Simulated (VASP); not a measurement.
# MgO (Fm-3m) in VASP: a series of runs

MgO is run at these levels: PBE-based global hybrid, PBE0; tasks: single point.

Everything below comes from runs of VASP 6.6.1. Logs are shortened: lines on timing, memory, paths and dates and some standing lists are left out, and cuts for length are marked.

## (1) The cell of the first run

The structure is cubic, space group Fm-3m (No. 225). The conventional cell has a = 4.270 Å, b = 4.270 Å, c = 4.270 Å, α = 90.00°, β = 90.00°, γ = 90.00°. Within 2.8 Å of Mg (site symmetry m-3m) lie 6 O at 2.14 Å. Within 2.8 Å of O (site symmetry m-3m) lie 6 Mg at 2.14 Å.

## (2) Single point, PBE-based global hybrid

File POSCAR:

```
MgO
1.0
    0.0000000000      2.1351491430      2.1351491430
    2.1351491430      0.0000000000      2.1351491430
    2.1351491430      2.1351491430      0.0000000000
Mg O
1 1
Direct
    0.0000000000      0.0000000000      0.0000000000
    0.5000000000      0.5000000000      0.5000000000
```

File INCAR.step1:

```
SYSTEM = MgO
PREC = Accurate ; ENCUT = 520
EDIFF = 1E-5 ; ISMEAR = 0
SIGMA = 0.05 ; LREAL = .FALSE.
LASPH = .TRUE. ; NELM = 80
ALGO = Normal ; ISIF = 2
LWAVE = .TRUE. ; LCHARG = .FALSE.
GGA = PE ; NBANDS = 11
```

File INCAR.step2:

```
SYSTEM = MgO
PREC = Accurate ; ENCUT = 520
EDIFF = 1E-7 ; ISMEAR = 0
SIGMA = 0.05 ; LREAL = .FALSE.
LASPH = .TRUE. ; NELM = 80
ALGO = Normal ; ISIF = 2
LWAVE = .FALSE. ; LCHARG = .FALSE.
GGA = PE ; LHFCALC = .TRUE.
AEXX = 0.1 ; PRECFOCK = Normal
ISTART = 1 ; NBANDS = 11
```

File KPOINTS:

```
regular mesh
0
G
  6 6 6
  0 0 0
```

Potentials or basis: VASP PAW PBE potentials, release 64 (Mg, O).

On the command line:

```console
cat potpaw_PBE.64/Mg/POTCAR potpaw_PBE.64/O/POTCAR > POTCAR
cp INCAR.step1 INCAR
mpirun -np 1 vasp_std > vasp.out
cp INCAR.step2 INCAR
mpirun -np 1 vasp_std > vasp.out
```

OUTCAR:

```text
SYSTEM = MgO
   PREC = Accurate
   ENCUT = 520
   EDIFF = 1E-7
   ISMEAR = 0
   LREAL = .FALSE.
   LASPH = .TRUE.
   NELM = 80
   ISIF = 2
   GGA = PE
   LHFCALC = .TRUE.
   AEXX = 0.1
   PRECFOCK = Normal
   ISTART = 1

 ion  position               nearest neighbor table
   1  0.000  0.000  0.000-   2 2.14   2 2.14   2 2.14   2 2.14   2 2.14   2 2.14
   2  0.500  0.500  0.500-   1 2.14   1 2.14   1 2.14   1 2.14   1 2.14   1 2.14

  LATTYP: Found a face centered cubic cell.
 ALAT       =     4.2702982860

  Lattice vectors:

 A1 = (   0.0000000000,   2.1351491430,   2.1351491430)
 A2 = (   2.1351491430,   0.0000000000,   2.1351491430)
 A3 = (   2.1351491430,   2.1351491430,   0.0000000000)

Analysis of symmetry for initial positions (statically):
=====================================================================
 Subroutine PRICEL returns:
 Original cell was already a primitive cell.

 Routine SETGRP: Setting up the symmetry group for a
 face centered cubic supercell.

 Subroutine GETGRP returns: Found 48 space group operations
 (whereof 48 operations were pure point group operations)
 out of a pool of 48 trial point group operations.

The static configuration has the point symmetry O_h .

Analysis of symmetry for dynamics (positions and initial velocities):
=====================================================================
 Subroutine PRICEL returns:
 Original cell was already a primitive cell.

 Routine SETGRP: Setting up the symmetry group for a
 face centered cubic supercell.

 Subroutine GETGRP returns: Found 48 space group operations
 (whereof 48 operations were pure point group operations)
 out of a pool of 48 trial point group operations.

The dynamic configuration has the point symmetry O_h .

 Subroutine INISYM returns: Found 48 space group operations
 (whereof 48 operations are pure point group operations),
 and found     1 'primitive' translations

----------------------------------------------------------------------------------------

                                     Primitive cell

  volume of cell :      19.4677

  direct lattice vectors                    reciprocal lattice vectors
     0.000000000  2.135149143  2.135149143    -0.234175679  0.234175679  0.234175679
     2.135149143  0.000000000  2.135149143     0.234175679 -0.234175679  0.234175679
     2.135149143  2.135149143  0.000000000     0.234175679  0.234175679 -0.234175679

  length of vectors
[... 90 lines left out ...]
   IALGO  =     38    algorithm
   IMIX   =      1    mixing-type and parameters
     AMIX     =   0.40;   BMIX     =  1.00
     AMIX_MAG =   1.60;   BMIX_MAG =  1.00
  volume/ion in A,a.u.               =       9.73        65.69
  Fermi-wavevector in a.u.,A,eV,Ry     =   1.217120  2.300023 20.155402  1.481380
  Thomas-Fermi vector in A             =   2.352451
   LORBIT       =      0    0 simple, 1 ext, 2 COOP (PROOUT), +10 PAW based schemes
   GGA     = PE    functional components
   LHFCALC =     T    Hartree Fock is set to
   PRECFOCK=normal    Normal, Fast or Accurate (Low or Medium for compatibility)
   ENCUT4O =  -1.0   cutoff for four orbital integrals eV
   NKREDX  =     1    reduce k-point grid by
   NKREDY  =     1    reduce k-point grid by
   NKREDZ  =     1    reduce k-point grid by
   AEXX    =    0.1000 exact exchange contribution
   HFSCREEN=    0.0000 screening length (either q_TF or 0.3 A-1)
   HFSCREENC=   0.0000 screening length for correlation (either q_TF or 0.3 A-1)
   ENCUTFOCK=  -1.0 apply spherical cutoff to Coloumb kernel
   IVDW    =     0    specifies the selected vdW correction
   LEPSILON=     F    determine dielectric tensor
   LRPA    =     F    only Hartree local field effects (RPA)
 non-spin polarized calculation
 Gauss-broadening in eV      SIGMA  =   0.05
  energy-cutoff  :      520.00
  volume of cell :       19.47
 maximum number of plane-waves:       544
 NGX is ok and might be reduce to    24
  NGX = 18; NGY = 18; NGZ = 18

 number of electron       8.0000002 magnetization

 Free energy of the ion-electron system (eV)
  ---------------------------------------------------
  ext. energy  EPLUGINS =         0.00000000
  ---------------------------------------------------
  free energy    TOTEN  =       -13.04512795 eV

  energy without entropy =      -13.04512795  energy(sigma->0) =      -13.04512795

 E-fermi :   2.5252     XC(G=0):  -9.9471

 val. band max:        2.2415428530   @ k =   0.0000   0.0000   0.0000
 cond. band min:       7.5345098073   @ k =   0.0000   0.0000   0.0000
 fundamental gap:      5.2929669542
 Fermi energy:         2.5251612708

 k-point     1 :       0.0000    0.0000    0.0000
  band No.  band energies     occupation
      1     -15.4517      2.00000
      2       2.2415      2.00000
      3       2.2415      2.00000
      4       2.2415      2.00000
      5       7.5345      0.00000
      6      18.8851      0.00000
      7      18.8851      0.00000
      8      18.8851      0.00000
      9      22.6853      0.00000
     10      24.4952      0.00000
     11      24.4952      0.00000
[... 197 lines left out ...]
 k-point    16 :      -0.3333    0.5000    0.1667
  band No.  band energies     occupation
      1     -13.9579      2.00000
      2      -1.2814      2.00000
      3       0.0262      2.00000
      4       0.5871      2.00000
      5      13.6570      0.00000
      6      14.2616      0.00000
      7      15.5061      0.00000
      8      19.3476      0.00000
      9      23.0721      0.00000
     10      27.5178      0.00000
     11      28.9806      0.00000

------------------------ aborting loop because EDIFF is reached ----------------------------------------

  FORCE on cell =-STRESS in cart. coord.  units (eV):
  Direction    XX          YY          ZZ          XY          YZ          ZX
  --------------------------------------------------------------------------------------
  -------------------------------------------------------------------------------------
  Total       -0.5588242     -0.5588242     -0.5588242      0.0000000     -0.0000000      0.0000000
  in kB      -45.9908166    -45.9908166    -45.9908166      0.0000000     -0.0000000      0.0000000
  external PRESSURE =     -45.9908166 kB  Pullay stress =       0.0000000 kB

 VOLUME and BASIS-vectors are now :
 -----------------------------------------------------------------------------
  energy-cutoff  :      520.00
  volume of cell :       19.47
      direct lattice vectors                 reciprocal lattice vectors
     0.000000000  2.135149143  2.135149143    -0.234175679  0.234175679  0.234175679
     2.135149143  0.000000000  2.135149143     0.234175679 -0.234175679  0.234175679
     2.135149143  2.135149143  0.000000000     0.234175679  0.234175679 -0.234175679

 POSITION                                       TOTAL-FORCE (eV/Angst)
 -----------------------------------------------------------------------------------
      0.00000      0.00000      0.00000         0.000000     -0.000000      0.000000
      2.13515      2.13515      2.13515        -0.000000      0.000000     -0.000000
 -----------------------------------------------------------------------------------
    total drift:                               -0.000000      0.000000     -0.000000

  FREE ENERGIE OF THE ION-ELECTRON SYSTEM (eV)
  ---------------------------------------------------
  free  energy   TOTEN  =       -13.0451279462 eV

  energy  without entropy=      -13.0451279462  energy(sigma->0) =      -13.04512795
```

OUTCAR.step1:

```text
SYSTEM = MgO
   PREC = Accurate
   ENCUT = 520
   EDIFF = 1E-5
   ISMEAR = 0
   LREAL = .FALSE.
   LASPH = .TRUE.
[... 435 lines left out ...]
      0.00000      0.00000      0.00000         0.000000      0.000000      0.000000
      2.13515      2.13515      2.13515        -0.000000     -0.000000      0.000000
 -----------------------------------------------------------------------------------
    total drift:                               -0.000000     -0.000000      0.000000

  FREE ENERGIE OF THE ION-ELECTRON SYSTEM (eV)
  ---------------------------------------------------
  free  energy   TOTEN  =       -11.9093681962 eV

  energy  without entropy=      -11.9093681962  energy(sigma->0) =      -11.90936820
```

Run time: 7.1 min. Hardware: 1 thread of Intel Xeon Platinum 8259CL at 2.50GHz (Skylake/Cascade Lake), shared host; peak memory 0.15 GiB.

What came out:

```
Free energy            : -13.0451 eV
Pressure               : -4.6 GPa
Band gap on the k mesh : 5.29 eV, direct
```

Levels at points of the mesh, in eV from the valence-band top:
| k point | band 1 | band 2 | band 3 | band 4 | band 5 | band 6 | band 7 | band 8 | band 9 |
| --- | --- | --- | --- | --- | --- | --- | --- | --- | --- |
| (0.00, 0.00, 0.00) | -17.69 | 0.00 | 0.00 | 0.00 | 5.29 | 16.64 | 16.64 | 16.64 | 20.44 |
| (0.50, 0.00, 0.00) | -16.49 | -4.58 | -0.64 | -0.64 | 8.63 | 13.34 | 16.99 | 16.99 | 21.43 |
| (0.50, 0.50, 0.00) | -16.23 | -4.05 | -1.34 | -1.34 | 10.05 | 10.57 | 13.86 | 19.61 | 19.61 |

Caveat: the k points lie up to 0.42 Å⁻¹ apart; the PAW data sets were made with another functional, which shifts forces and pressure a little.

## (3) Single point, PBE-based global hybrid

POSCAR is that of step 2.

File INCAR.step1:

```
  PREC = Accurate
  ENCUT = 520
  EDIFF = 1E-5
  ISMEAR = 0
  SIGMA = 0.05
  LREAL = False
  LASPH = True
  NELM = 80
  ALGO = Normal
  ISIF = 2
  LWAVE = True
  LCHARG = False
  NBANDS = 11
  GGA = PE
```

File INCAR.step2:

```
  PREC = Accurate
  ENCUT = 520
  EDIFF = 1E-6
  ISMEAR = 0
  SIGMA = 0.05
  LREAL = False
  LASPH = True
  NELM = 80
  ALGO = Normal
  ISIF = 2
  LWAVE = False
  LCHARG = False
  GGA = PE
  LHFCALC = True
  AEXX = 0.35
  PRECFOCK = Normal
  NBANDS = 11
  ISTART = 1
```

File KPOINTS:

```
Automatic mesh
0
Gamma
  6 6 6
```

Potentials or basis: VASP PAW PBE potentials, release 64 (Mg, O).

On the command line:

```console
cat potpaw_PBE.64/Mg/POTCAR potpaw_PBE.64/O/POTCAR > POTCAR
cp INCAR.step1 INCAR
mpirun -np 1 vasp_std > vasp.out
cp INCAR.step2 INCAR
mpirun -np 1 vasp_std > vasp.out
```

OUTCAR:

```text
PREC = Accurate
   ENCUT = 520
   EDIFF = 1E-6
   ISMEAR = 0
   LREAL = False
   LASPH = True
   NELM = 80
   ISIF = 2
   GGA = PE
   LHFCALC = True
   AEXX = 0.35
   PRECFOCK = Normal
   ISTART = 1

 ion  position               nearest neighbor table
   1  0.000  0.000  0.000-   2 2.14   2 2.14   2 2.14   2 2.14   2 2.14   2 2.14
   2  0.500  0.500  0.500-   1 2.14   1 2.14   1 2.14   1 2.14   1 2.14   1 2.14

  LATTYP: Found a face centered cubic cell.
 ALAT       =     4.2702982860

  Lattice vectors:

 A1 = (   0.0000000000,   2.1351491430,   2.1351491430)
 A2 = (   2.1351491430,   0.0000000000,   2.1351491430)
 A3 = (   2.1351491430,   2.1351491430,   0.0000000000)

Analysis of symmetry for initial positions (statically):
=====================================================================
 Subroutine PRICEL returns:
 Original cell was already a primitive cell.

 Routine SETGRP: Setting up the symmetry group for a
 face centered cubic supercell.

 Subroutine GETGRP returns: Found 48 space group operations
 (whereof 48 operations were pure point group operations)
 out of a pool of 48 trial point group operations.

The static configuration has the point symmetry O_h .

Analysis of symmetry for dynamics (positions and initial velocities):
=====================================================================
 Subroutine PRICEL returns:
 Original cell was already a primitive cell.

 Routine SETGRP: Setting up the symmetry group for a
 face centered cubic supercell.

 Subroutine GETGRP returns: Found 48 space group operations
 (whereof 48 operations were pure point group operations)
 out of a pool of 48 trial point group operations.

The dynamic configuration has the point symmetry O_h .

 Subroutine INISYM returns: Found 48 space group operations
 (whereof 48 operations are pure point group operations),
 and found     1 'primitive' translations

----------------------------------------------------------------------------------------

                                     Primitive cell
[... 118 lines left out ...]
   IVDW    =     0    specifies the selected vdW correction
   LEPSILON=     F    determine dielectric tensor
   LRPA    =     F    only Hartree local field effects (RPA)
 non-spin polarized calculation
 Gauss-broadening in eV      SIGMA  =   0.05
  energy-cutoff  :      520.00
  volume of cell :       19.47
 maximum number of plane-waves:       544
 NGX is ok and might be reduce to    24
  NGX = 18; NGY = 18; NGZ = 18

 number of electron       8.0000002 magnetization

 Free energy of the ion-electron system (eV)
  ---------------------------------------------------
  ext. energy  EPLUGINS =         0.00000000
  ---------------------------------------------------
  free energy    TOTEN  =       -15.93137596 eV

  energy without entropy =      -15.93137596  energy(sigma->0) =      -15.93137596

 E-fermi :   0.8052     XC(G=0):  -7.6129

 val. band max:        0.5874120867   @ k =   0.0000   0.0000   0.0000
 cond. band min:       8.3557067943   @ k =   0.0000   0.0000   0.0000
 fundamental gap:      7.7682947076
 Fermi energy:         0.8051578852

 k-point     1 :       0.0000    0.0000    0.0000
  band No.  band energies     occupation
      1     -18.6654      2.00000
      2       0.5874      2.00000
      3       0.5874      2.00000
      4       0.5874      2.00000
      5       8.3557      0.00000
      6      19.9667      0.00000
      7      19.9667      0.00000
      8      19.9667      0.00000
      9      23.7285      0.00000
     10      25.7590      0.00000
     11      25.7590      0.00000
[... 197 lines left out ...]
 k-point    16 :      -0.3333    0.5000    0.1667
  band No.  band energies     occupation
      1     -17.0961      2.00000
      2      -3.1935      2.00000
      3      -1.7937      2.00000
      4      -1.1912      2.00000
      5      14.6344      0.00000
      6      15.3524      0.00000
      7      16.7546      0.00000
      8      20.6513      0.00000
      9      24.5178      0.00000
     10      28.8664      0.00000
     11      30.4908      0.00000

------------------------ aborting loop because EDIFF is reached ----------------------------------------

  FORCE on cell =-STRESS in cart. coord.  units (eV):
  Direction    XX          YY          ZZ          XY          YZ          ZX
  --------------------------------------------------------------------------------------
  -------------------------------------------------------------------------------------
  Total       -1.1910420     -1.1910420     -1.1910420      0.0000000     -0.0000000     -0.0000000
  in kB      -98.0218756    -98.0218756    -98.0218756      0.0000000     -0.0000000     -0.0000000
  external PRESSURE =     -98.0218756 kB  Pullay stress =       0.0000000 kB

 VOLUME and BASIS-vectors are now :
 -----------------------------------------------------------------------------
  energy-cutoff  :      520.00
  volume of cell :       19.47
      direct lattice vectors                 reciprocal lattice vectors
     0.000000000  2.135149143  2.135149143    -0.234175679  0.234175679  0.234175679
     2.135149143  0.000000000  2.135149143     0.234175679 -0.234175679  0.234175679
     2.135149143  2.135149143  0.000000000     0.234175679  0.234175679 -0.234175679

 POSITION                                       TOTAL-FORCE (eV/Angst)
 -----------------------------------------------------------------------------------
      0.00000      0.00000      0.00000        -0.000000     -0.000000     -0.000000
      2.13515      2.13515      2.13515         0.000000      0.000000      0.000000
 -----------------------------------------------------------------------------------
    total drift:                               -0.000000      0.000000     -0.000000

  FREE ENERGIE OF THE ION-ELECTRON SYSTEM (eV)
  ---------------------------------------------------
  free  energy   TOTEN  =       -15.9313759580 eV

  energy  without entropy=      -15.9313759580  energy(sigma->0) =      -15.93137596
```

OUTCAR.step1:

```text
PREC = Accurate
   ENCUT = 520
   EDIFF = 1E-5
   ISMEAR = 0
   LREAL = False
[... 436 lines left out ...]
      0.00000      0.00000      0.00000         0.000000      0.000000      0.000000
      2.13515      2.13515      2.13515        -0.000000     -0.000000      0.000000
 -----------------------------------------------------------------------------------
    total drift:                               -0.000000     -0.000000      0.000000

  FREE ENERGIE OF THE ION-ELECTRON SYSTEM (eV)
  ---------------------------------------------------
  free  energy   TOTEN  =       -11.9093681962 eV

  energy  without entropy=      -11.9093681962  energy(sigma->0) =      -11.90936820
```

It took 6.9 min on 1 thread of Intel Xeon Platinum 8259CL at 2.50GHz (Skylake/Cascade Lake), shared host; peak memory 0.16 GiB.

What came out:

```
Free energy            : -15.9314 eV
Pressure               : -9.8 GPa
Band gap on the k mesh : 7.77 eV, direct
```

Caveat: the k points lie up to 0.42 Å⁻¹ apart; the PAW data sets were made with another functional, which shifts forces and pressure a little.

[end of part 1 of 2]
